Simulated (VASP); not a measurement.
# S (P6/mmm) in VASP: further runs, part 2 of 2

VASP 6.6.1. Earlier steps stand in the parts before.

## 3. Single point, PBE (12.71 Å³/atom)

Input file INCAR:

```
SYSTEM = S
  PREC = Accurate
  ENCUT = 520
  EDIFF = 1E-6
  ISMEAR = -1
  SIGMA = 0.1
  LREAL = .False.
  LASPH = .True.
  NELM = 80
  ALGO = Normal
  ISIF = 2
  LWAVE = .False.
  LCHARG = .False.
  GGA = PE
  NBANDS = 16
```

Input file KPOINTS:

```
regular mesh
0
Gamma
  8 8 11
  0 0 0
```

Input file POSCAR:

```
S
1.0
    4.3594690139      0.0000000000      0.0000000000
   -2.1797345070      3.7754109130      0.0000000000
    0.0000000000      0.0000000000      2.3170437234
S
3
Direct
    0.0000000000      0.0000000000      0.0000000000
    0.3333333333      0.6666666667      0.5000000000
    0.6666666667      0.3333333333      0.5000000000
```

Potentials or basis: VASP PAW PBE potentials, release 64 (S).

Started as:

```console
cat potpaw_PBE.64/S/POTCAR > POTCAR
mpirun -np 1 vasp_std > vasp.out
```

OUTCAR:

```text
SYSTEM = S
   PREC = Accurate
   ENCUT = 520
   EDIFF = 1E-6
   ISMEAR = -1
   LREAL = .False.
   LASPH = .True.
   NELM = 80
   ISIF = 2
   GGA = PE

 ion  position               nearest neighbor table
   1  0.000  0.000  0.000-   2 2.77   3 2.77   2 2.77   3 2.77   2 2.77   2 2.77   3 2.77   3 2.77
                             3 2.77   3 2.77   2 2.77   2 2.77
   2  0.333  0.667  0.500-   3 2.52   3 2.52   3 2.52   1 2.77   1 2.77   1 2.77   1 2.77   1 2.77
                             1 2.77
   3  0.667  0.333  0.500-   2 2.52   2 2.52   2 2.52   1 2.77   1 2.77   1 2.77   1 2.77   1 2.77
                             1 2.77

  LATTYP: Found a hexagonal cell.
 ALAT       =     4.3594690139
 C/A-ratio  =     0.5314967754

  Lattice vectors:

 A1 = (   4.3594690139,   0.0000000000,   0.0000000000)
 A2 = (  -2.1797345070,   3.7754109130,   0.0000000000)
 A3 = (   0.0000000000,   0.0000000000,   2.3170437234)

Analysis of symmetry for initial positions (statically):
=====================================================================
 Subroutine PRICEL returns:
 Original cell was already a primitive cell.

 Routine SETGRP: Setting up the symmetry group for a
 hexagonal supercell.

 Subroutine GETGRP returns: Found 24 space group operations
 (whereof 24 operations were pure point group operations)
 out of a pool of 24 trial point group operations.

The static configuration has the point symmetry D_6h.

Analysis of symmetry for dynamics (positions and initial velocities):
=====================================================================
 Subroutine PRICEL returns:
 Original cell was already a primitive cell.

 Routine SETGRP: Setting up the symmetry group for a
 hexagonal supercell.

 Subroutine GETGRP returns: Found 24 space group operations
 (whereof 24 operations were pure point group operations)
 out of a pool of 24 trial point group operations.

The dynamic configuration has the point symmetry D_6h.

 Subroutine INISYM returns: Found 24 space group operations
 (whereof 24 operations are pure point group operations),
 and found     1 'primitive' translations

[... 119 lines left out ...]
  Thomas-Fermi vector in A             =   2.407399
   LORBIT       =      0    0 simple, 1 ext, 2 COOP (PROOUT), +10 PAW based schemes
   GGA     = PE    functional components
   LHFCALC =     F    Hartree Fock is set to
   AEXX    =    0.0000 exact exchange contribution
   IVDW    =     0    specifies the selected vdW correction
   LEPSILON=     F    determine dielectric tensor
   LRPA    =     F    only Hartree local field effects (RPA)
 non-spin polarized calculation
  energy-cutoff  :      520.00
  volume of cell :       38.14
 maximum number of plane-waves:      1042
   NGX = 17   NGY = 17   NGZ =  9

 number of electron      17.9999998 magnetization

 Free energy of the ion-electron system (eV)
  ---------------------------------------------------
  ext. energy  EPLUGINS =         0.00000000
  ---------------------------------------------------
  free energy    TOTEN  =        -8.36012516 eV

  energy without entropy =       -8.31351596  energy(sigma->0) =       -8.33682056

 E-fermi :  11.1590     XC(G=0): -12.2068

 val. band max:       11.1516220797   @ k =   0.2500   0.2500   0.1818
 cond. band min:      11.2426446633   @ k =   0.1250   0.0000   0.4545
 fundamental gap:      0.0910225836
 Fermi energy:        11.1590427514

 k-point     1 :       0.0000    0.0000    0.0000
  band No.  band energies     occupation
      1      -8.3751      2.00000
      2      -2.4090      2.00000
      3      -2.1949      2.00000
      4       3.4551      2.00000
      5       3.4551      2.00000
      6       3.8897      2.00000
[... 433 lines left out ...]
      3      -2.4128      2.00000
      4       2.3217      2.00000
      5       5.9956      2.00000
      6       8.7544      2.00000
[... 8 lines left out ...]
     15      22.4129      0.00000
     16      23.5657      0.00000

 [... further k-points ...]

------------------------ aborting loop because EDIFF is reached ----------------------------------------

  FORCE on cell =-STRESS in cart. coord.  units (eV):
  Direction    XX          YY          ZZ          XY          YZ          ZX
  --------------------------------------------------------------------------------------
  -------------------------------------------------------------------------------------
  Total        7.3831085      7.3831085      7.2614060     -0.0000000     -0.0000000      0.0000000
  in kB      310.1828495    310.1828495    305.0698251     -0.0000000     -0.0000000      0.0000000
  external PRESSURE =     308.4785080 kB  Pullay stress =       0.0000000 kB

 VOLUME and BASIS-vectors are now :
 -----------------------------------------------------------------------------
  energy-cutoff  :      520.00
  volume of cell :       38.14
      direct lattice vectors                 reciprocal lattice vectors
     4.359469014  0.000000000  0.000000000     0.229385734  0.132435915  0.000000000
    -2.179734507  3.775410913  0.000000000     0.000000000  0.264871831  0.000000000
     0.000000000  0.000000000  2.317043723     0.000000000  0.000000000  0.431584432

 POSITION                                       TOTAL-FORCE (eV/Angst)
 -----------------------------------------------------------------------------------
      0.00000      0.00000      0.00000        -0.000000      0.000000      0.000000
     -0.00000      2.51694      1.15852        -0.000000      0.000000     -0.000000
      2.17973      1.25847      1.15852         0.000000      0.000000      0.000000
 -----------------------------------------------------------------------------------
    total drift:                               -0.000000      0.000000      0.000000

  FREE ENERGIE OF THE ION-ELECTRON SYSTEM (eV)
  ---------------------------------------------------
  free  energy   TOTEN  =        -8.3601251597 eV

  energy  without entropy=       -8.3135159585  energy(sigma->0) =       -8.33682056
```

stdout:

```text
POSCAR found type information on POSCAR S
 POSCAR found :  1 types and       3 ions
 scaLAPACK will be used
 LDA part: xc-table for (Slater+PW92), standard interpolation
 POSCAR, INCAR and KPOINTS ok, starting setup
 FFT: planning ... GRIDC
 FFT: planning ... GRID_SOFT
 FFT: planning ... GRID
 WAVECAR not read
 entering main loop
```

It took 26 s on 1 thread of Intel Xeon 8259CL, shared host; peak memory 0.16 GiB.

What came out:

```
Free energy            : -8.3601 eV
Pressure               : 30.8 GPa
Band gap on the k mesh : zero (bands 9 and 10 overlap by 6.41 eV)
```

Stress tensor (GPa, compression positive):
```
31.02  0.00  0.00
 0.00 31.02  0.00
 0.00  0.00 30.51
```

Levels at points of the mesh, in eV from the Fermi level:
| k point | band 5 | band 6 | band 7 | band 8 | band 9 | band 10 | band 11 | band 12 | band 13 | band 14 |
| --- | --- | --- | --- | --- | --- | --- | --- | --- | --- | --- |
| (0.00, 0.00, 0.00) | -7.70 | -7.27 | -7.27 | 3.11 | 3.11 | 3.34 | 6.51 | 6.86 | 7.94 | 10.60 |
| (0.50, 0.00, 0.00) | -4.19 | -3.84 | -1.34 | -1.19 | -0.17 | 4.72 | 4.98 | 5.99 | 6.27 | 9.77 |

Caveat: the cell stands under pressure.

## 4. Single point, PBE

This run uses another cell than the first one, of 18.36 Å³/atom.

Input file INCAR:

```
SYSTEM = S
PREC = Accurate
ENCUT = 520
EDIFF = 1E-6
ISMEAR = -1
SIGMA = 0.1
LREAL = .False.
LASPH = .True.
NELM = 100
ALGO = Normal
ISIF = 2
LWAVE = .False.
LCHARG = .True.
GGA = PE
LELF = .True.
LVHAR = .True.
NBANDS = 16
```

KPOINTS is that of step 3.

Input file POSCAR:

```
S
1.0
    5.4513437356      0.0000000000      0.0000000000
   -2.7256718678      4.7210021598      0.0000000000
    0.0000000000      0.0000000000      2.1404009127
S
3
Direct
    0.0000000000      0.0000000000      0.0000000000
    0.3333333333      0.6666666667      0.5000000000
    0.6666666667      0.3333333333      0.5000000000
```

Started as:

```console
cat potpaw_PBE.64/S/POTCAR > POTCAR
mpirun -np 1 vasp_std > vasp.out
```

It took 54 s on 1 thread of Intel Xeon 8259CL, shared host; peak memory 0.18 GiB.

The run converged. Its results:

| Property | Result |
| --- | --- |
| Free energy | -9.7387 eV |
| Pressure | 4.9 GPa |
| Band gap on the k mesh | zero (bands 9 and 10 overlap by 2.26 eV) |

Stress tensor (GPa, compression positive):
```
5.14 0.00 0.00
0.00 5.14 0.00
0.00 0.00 4.45
```

Levels at points of the mesh, in eV from the Fermi level:
```csv
k point,band 5,band 6,band 7,band 8,band 9,band 10,band 11,band 12,band 13,band 14
"(0.00, 0.00, 0.00)",-5.08,-5.08,-5.08,-0.89,-0.89,5.58,9.52,10.03,10.03,10.14
"(0.50, 0.00, 0.00)",-4.33,-4.31,-2.29,-2.24,-2.15,5.42,8.32,8.34,8.70,8.77
```

Caveat: the cell stands under pressure.

## 5. Single point, PBE (18.36 Å³/atom)

This run uses another cell than the first one, of 18.36 Å³/atom.

Input file INCAR:

```
  PREC = Accurate
  ENCUT = 520
  EDIFF = 1E-7
  ISMEAR = -1
  SIGMA = 0.1
  LREAL = F
  LASPH = T
  NELM = 80
  ALGO = Normal
  ISIF = 2
  LWAVE = F
  LCHARG = T
  GGA = PE
  LELF = T
  LVHAR = T
  NBANDS = 16
```

Input file KPOINTS:

```
regular mesh
0
Gamma
  8 8 11
```

POSCAR is that of step 4.

Potentials or basis: VASP PAW PBE potentials, release 64 (S).

Started as:

```console
cat potpaw_PBE.64/S/POTCAR > POTCAR
mpirun -np 1 vasp_std > vasp.out
```

OUTCAR:

```text
PREC = Accurate
   ENCUT = 520
   EDIFF = 1E-7
   ISMEAR = -1
   LREAL = F
   LASPH = T
   NELM = 80
   ISIF = 2
   GGA = PE

 ion  position               nearest neighbor table
   1  0.000  0.000  0.000-
   2  0.333  0.667  0.500-
   3  0.667  0.333  0.500-

  LATTYP: Found a hexagonal cell.
 ALAT       =     5.4513437356
 C/A-ratio  =     0.3926373049

  Lattice vectors:

[... 645 lines left out ...]
------------------------ aborting loop because EDIFF is reached ----------------------------------------

  FORCE on cell =-STRESS in cart. coord.  units (eV):
  Direction    XX          YY          ZZ          XY          YZ          ZX
  --------------------------------------------------------------------------------------
  -------------------------------------------------------------------------------------
  Total        1.7669468      1.7669468      1.5298679      0.0000000      0.0000000      0.0000000
  in kB       51.3926684     51.3926684     44.4970922      0.0000000      0.0000000      0.0000000
  external PRESSURE =      49.0941430 kB  Pullay stress =       0.0000000 kB

 VOLUME and BASIS-vectors are now :
 -----------------------------------------------------------------------------
  energy-cutoff  :      520.00
  volume of cell :       55.08
      direct lattice vectors                 reciprocal lattice vectors
     5.451343736  0.000000000  0.000000000     0.183441010  0.105909716  0.000000000
    -2.725671868  4.721002160  0.000000000     0.000000000  0.211819433  0.000000000
     0.000000000  0.000000000  2.140400913     0.000000000  0.000000000  0.467202193

 POSITION                                       TOTAL-FORCE (eV/Angst)
 -----------------------------------------------------------------------------------
      0.00000      0.00000      0.00000         0.000000      0.000000      0.000000
     -0.00000      3.14733      1.07020        -0.000000      0.000000     -0.000000
      2.72567      1.57367      1.07020         0.000000      0.000000      0.000000
 -----------------------------------------------------------------------------------
    total drift:                               -0.000000      0.000000     -0.000000

  FREE ENERGIE OF THE ION-ELECTRON SYSTEM (eV)
  ---------------------------------------------------
  free  energy   TOTEN  =        -9.7386902878 eV

  energy  without entropy=       -9.6468164222  energy(sigma->0) =       -9.69275336
```

Run time: 62 s. Hardware: 1 thread of Intel Xeon 8259CL, shared host; peak memory 0.18 GiB.

Results:

```yaml
Free_energy: -9.7387 eV
Pressure: 4.9 GPa
Band_gap_on_the_k_mesh: zero (bands 9 and 10 overlap by 2.26 eV)
```

Caveat: the cell stands under pressure.

## 6. Single point, PBE

This run uses another cell than the first one, of 26.84 Å³/atom.

Input file INCAR:

```
PREC = Accurate ; ENCUT = 520
EDIFF = 1E-7 ; ISMEAR = -1
SIGMA = 0.1 ; LREAL = False
LASPH = True ; NELM = 60
ALGO = Normal ; ISIF = 2
LWAVE = False ; LCHARG = True
GGA = PE ; LELF = True
LVHAR = True ; NBANDS = 16
```

Input file KPOINTS:

```
Automatic mesh
0
Gamma
  8 8 11
```

Input file POSCAR:

```
S
1.0
    6.6010827717      0.0000000000      0.0000000000
   -3.3005413858      5.7167053728      0.0000000000
    0.0000000000      0.0000000000      2.1334484524
S
3
Direct
    0.0000000000      0.0000000000      0.0000000000
    0.3333333333      0.6666666667      0.5000000000
    0.6666666667      0.3333333333      0.5000000000
```

Potentials or basis: VASP PAW PBE potentials, release 64 (S).

Started as:

```console
cat potpaw_PBE.64/S/POTCAR > POTCAR
mpirun -np 1 vasp_std > vasp.out
```

It took 91 s on 1 thread of Intel Xeon 8259CL, shared host; peak memory 0.21 GiB.

The run converged. Its results:

```yaml
Free_energy: -10.1195 eV
Pressure: 0.2 GPa
Band_gap_on_the_k_mesh: zero (bands 9 and 10 overlap by 1.68 eV)
```

Stress tensor (GPa, compression positive):
```
 0.33  0.00  0.00
 0.00  0.33  0.00
 0.00  0.00 -0.19
```

Levels at points of the mesh, in eV from the Fermi level:
```csv
k point,band 7,band 8,band 9,band 10,band 11,band 12
"(0.00, 0.00, 0.00)",-4.15,-2.62,-2.62,4.02,8.31,8.31
"(0.50, 0.00, 0.00)",-3.08,-3.07,-3.06,5.34,6.30,6.31
```

## 7. Summary

```tsv
cell	gap on the mesh (eV)	pressure (GPa)
a = 4.359, b = 4.359, c = 2.317 Å, angles 90.0, 90.0, 120.0°, 3 atoms	none	30.8
a = 5.451, b = 5.451, c = 2.140 Å, angles 90.0, 90.0, 120.0°, 3 atoms	none	4.9
a = 6.601, b = 6.601, c = 2.133 Å, angles 90.0, 90.0, 120.0°, 3 atoms	none	0.2
```

Alike in all rows: task single point; level PBE; potentials or basis VASP PAW PBE potentials, release 64 (S); no spin polarisation; k mesh 8 × 8 × 11; cutoff (eV) 520; smearing fermi-dirac 0.1 eV.

Caveats: the cell stands under pressure (at least some runs).

Absolute energies hang on the potentials; compare differences alone.
